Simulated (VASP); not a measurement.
# Ge (Cmmm) in VASP: a series of runs, part 2 of 2

VASP 6.6.1. The steps go on from the part before.

### Step 3. Single point, PBEsol

This run uses another cell than the first one, of 18.82 Å³/atom, 1.043 times its volume.

INCAR

```
ALGO = Normal
EDIFF = 1E-6
ENCUT = 520
GGA = PS
ISIF = 2
ISMEAR = -1
LASPH = T
LCHARG = F
LREAL = F
LWAVE = F
NBANDS = 13
NELM = 80
PREC = Accurate
SIGMA = 0.1
```

KPOINTS

```
k-points
0
Gamma
  12 12 11
```

POSCAR

```
Ge
1.0
    1.3782662934     -2.5653695835      0.0000000000
    1.3782662934      2.5653695835      0.0000000000
    0.0000000000      0.0000000000      2.6617639486
Ge
1
Direct
    0.5000000000      0.5000000000      0.0000000000
```

Potentials or basis: VASP PAW PBE potentials, release 64 (Ge_d).

Launch:

```sh
> cat potpaw_PBE.64/Ge_d/POTCAR > POTCAR
> mpirun -np 1 vasp_std > vasp.out
```

OUTCAR:

```text
EDIFF = 1E-6
   ENCUT = 520
   GGA = PS
   ISIF = 2
   ISMEAR = -1
   LASPH = T
   LREAL = F
   NELM = 80
   PREC = Accurate

 ion  position               nearest neighbor table
   1  0.500  0.500  0.000-

  LATTYP: Found a base centered orthorhombic cell.
 ALAT       =     2.7565325868
 B/A-ratio  =     1.8613018368
 C/A-ratio  =     0.9656203454

  Lattice vectors:

 A1 = (   1.3782662934,  -2.5653695835,   0.0000000000)
 A2 = (   1.3782662934,   2.5653695835,   0.0000000000)
 A3 = (   0.0000000000,   0.0000000000,   2.6617639486)

Analysis of symmetry for initial positions (statically):
=====================================================================
 Subroutine PRICEL returns:
 Original cell was already a primitive cell.

 Routine SETGRP: Setting up the symmetry group for a
 base centered orthorhombic supercell.

 Subroutine GETGRP returns: Found  8 space group operations
 (whereof  8 operations were pure point group operations)
 out of a pool of  8 trial point group operations.

The static configuration has the point symmetry D_2h.

Analysis of symmetry for dynamics (positions and initial velocities):
[... 162 lines left out ...]
 Fermi energy:         6.5384755213

 k-point     1 :       0.0000    0.0000    0.0000
  band No.  band energies     occupation
      1     -18.1890      2.00000
      2     -18.1149      2.00000
      3     -18.0577      2.00000
      4     -17.9451      2.00000
      5     -17.9258      2.00000
      6      -6.6988      2.00000
      7      13.3828      0.00000
      8      13.9275      0.00000
      9      15.5026      0.00000
     10      16.8591      0.00000
     11      19.2610      0.00000
     12      21.7933      0.00000
     13      21.8654      0.00000
[... 354 lines left out ...]
  band No.  band energies     occupation
      1     -18.1379      2.00000
      2     -18.0829      2.00000
      3     -17.9990      2.00000
      4     -17.9748      2.00000
      5     -17.9522      2.00000
      6      -3.6339      2.00000
      7       5.2541      1.99999
      8       7.1591      0.00403
      9      16.1335      0.00000
     10      19.4817      0.00000
     11      20.7356      0.00000
     12      25.8963      0.00000
     13      26.7162      0.00000

 [... further k-points ...]
[... 5 lines left out ...]
  --------------------------------------------------------------------------------------
  -------------------------------------------------------------------------------------
  Total       -0.0432656     -0.5090733     -0.0389090      0.0000000      0.0000000      0.0000000
  in kB       -3.6827380    -43.3319537     -3.3119059      0.0000000      0.0000000      0.0000000
  external PRESSURE =     -16.7755325 kB  Pullay stress =       0.0000000 kB

 VOLUME and BASIS-vectors are now :
 -----------------------------------------------------------------------------
  energy-cutoff  :      520.00
  volume of cell :       18.82
      direct lattice vectors                 reciprocal lattice vectors
     1.378266293 -2.565369583  0.000000000     0.362774598 -0.194903691  0.000000000
     1.378266293  2.565369583  0.000000000     0.362774598  0.194903691  0.000000000
     0.000000000  0.000000000  2.661763949     0.000000000  0.000000000  0.375690715

 POSITION                                       TOTAL-FORCE (eV/Angst)
 -----------------------------------------------------------------------------------
      1.37827      0.00000      0.00000        -0.000000      0.000000      0.000000
 -----------------------------------------------------------------------------------
    total drift:                               -0.000000     -0.000000     -0.000000

  FREE ENERGIE OF THE ION-ELECTRON SYSTEM (eV)
  ---------------------------------------------------
  free  energy   TOTEN  =        -4.7497491260 eV

  energy  without entropy=       -4.7350913442  energy(sigma->0) =       -4.74242024
```

OSZICAR:

```text
N       E                     dE             d eps       ncg     rms          rms(c)
DAV:   1     0.622903436223E+02    0.62290E+02   -0.71232E+03  7299   0.297E+03
DAV:   2     0.721698021522E+00   -0.61569E+02   -0.58657E+02  7088   0.408E+02
DAV:   3    -0.469644540682E+01   -0.54181E+01   -0.53945E+01  7703   0.707E+01
DAV:   4    -0.477087491882E+01   -0.74430E-01   -0.74418E-01  7653   0.900E+00
DAV:   5    -0.477161666141E+01   -0.74174E-03   -0.74174E-03  7876   0.999E-01    0.144E+00
DAV:   6    -0.475578953690E+01    0.15827E-01   -0.13076E-02  8323   0.263E+00    0.783E-01
DAV:   7    -0.475000983723E+01    0.57797E-02   -0.72953E-03  8495   0.167E+00    0.925E-02
DAV:   8    -0.474974846243E+01    0.26137E-03   -0.78132E-04  8158   0.658E-01    0.300E-02
DAV:   9    -0.474974913999E+01   -0.67756E-06   -0.13567E-05  8489   0.502E-02    0.735E-03
DAV:  10    -0.474974912602E+01    0.13966E-07   -0.42210E-07  5364   0.959E-03
   1 F= -.47497491E+01 E0= -.47424202E+01  d E =-.146578E-01
```

stdout:

```text
POSCAR found type information on POSCAR Ge
 POSCAR found :  1 types and       1 ions
 scaLAPACK will be used
 -----------------------------------------------------------------------------
|                                                                             |
|                                                                             |
|     You enforced a specific xc type in the INCAR file but a different       |
|     I HOPE YOU KNOW WHAT YOU ARE DOING!                                     |
|                                                                             |
 -----------------------------------------------------------------------------

 LDA part: xc-table for (Slater+PW92), standard interpolation
 POSCAR, INCAR and KPOINTS ok, starting setup
 FFT: planning ... GRIDC
 FFT: planning ... GRID_SOFT
 FFT: planning ... GRID
 WAVECAR not read
 entering main loop
```

It took 47 s on 1 thread of AMD EPYC 7R13, shared host; peak memory 0.14 GiB.

What came out:

| Property | Result |
| --- | --- |
| Free energy | -4.7497 eV |
| Pressure | -1.7 GPa |
| Band gap on the k mesh | zero (band 7 reaches 13.38 eV, above the bottom of band 8 at 3.15 eV) |

Stress tensor (GPa, compression positive):
```
-0.37  0.00  0.00
 0.00 -4.33  0.00
 0.00  0.00 -0.33
```

Caveat: the PAW data sets were made with another functional, which shifts forces and pressure a little.

### Step 4. Single point, PBEsol

This run uses another cell than the first one, of 21.18 Å³/atom, 1.174 times its volume.

INCAR

```
ALGO     = Normal         # electronic algorithm
EDIFF    = 1E-6           # SCF threshold, eV
ENCUT    = 520            # plane-wave cutoff, eV
GGA      = PS             # functional
ISIF     = 2              # what is computed and relaxed
ISMEAR   = -1             # smearing method
LASPH    = True           # aspherical terms in the spheres
LCHARG   = True           # write CHGCAR
LELF     = True           # ELF
LREAL    = False          # projectors in reciprocal space
LVHAR    = True         
LWAVE    = False          # write WAVECAR
NBANDS   = 13             # bands
NELM     = 100            # most SCF steps
PREC     = Accurate       # precision mode
SIGMA    = 0.1            # smearing width, eV
```

KPOINTS is that of step 3.

POSCAR

```
Ge
1.0
    1.4334547104     -2.6680918854      0.0000000000
    1.4334547104      2.6680918854      0.0000000000
    0.0000000000      0.0000000000      2.7683460651
Ge
1
Direct
    0.5000000000      0.5000000000      0.0000000000
```

Launch:

```sh
> cat potpaw_PBE.64/Ge_d/POTCAR > POTCAR
> mpirun -np 1 vasp_std > vasp.out
```

Run time: 70 s. Hardware: 1 thread of AMD EPYC 7R13, shared host; peak memory 0.16 GiB.

The run converged. Its results:

```yaml
Free_energy: -4.6764 eV
Pressure: -7.9 GPa
Band_gap_on_the_k_mesh: zero (band 7 reaches 11.54 eV, above the bottom of band 8 at 2.40 eV)
```

Stress tensor (GPa, compression positive):
```
-7.47  0.00  0.00
 0.00 -9.66  0.00
 0.00  0.00 -6.62
```

Levels at points of the mesh, in eV from the Fermi level:
| k point | band 5 | band 6 | band 7 | band 8 | band 9 | band 10 |
| --- | --- | --- | --- | --- | --- | --- |
| (0.00, 0.00, 0.00) | -24.44 | -12.28 | 6.23 | 6.59 | 7.97 | 9.86 |
| (0.50, 0.00, 0.00) | -24.46 | -7.69 | -4.87 | 3.23 | 7.24 | 9.69 |
| (0.50, 0.50, 0.00) | -24.45 | -8.48 | -5.06 | 4.88 | 8.82 | 9.09 |

Caveat: the PAW data sets were made with another functional, which shifts forces and pressure a little.

### Step 5. The runs side by side

```csv
cell,gap on the mesh (eV),pressure (GPa)
"a = 2.871, b = 2.871, c = 2.624 Å, angles 90.0, 90.0, 123.5°, 1 atom",none,1.6
"a = 2.912, b = 2.912, c = 2.662 Å, angles 90.0, 90.0, 123.5°, 1 atom",none,-1.7
"a = 3.029, b = 3.029, c = 2.768 Å, angles 90.0, 90.0, 123.5°, 1 atom",none,-7.9
```

Alike in all rows: task single point; level PBEsol; potentials or basis VASP PAW PBE potentials, release 64 (Ge_d); no spin polarisation; k mesh 12 × 12 × 11; cutoff (eV) 520; smearing fermi-dirac 0.1 eV.

Caveats: the PAW data sets were made with another functional, which shifts forces and pressure a little.

Absolute energies hang on the potentials; compare differences alone.
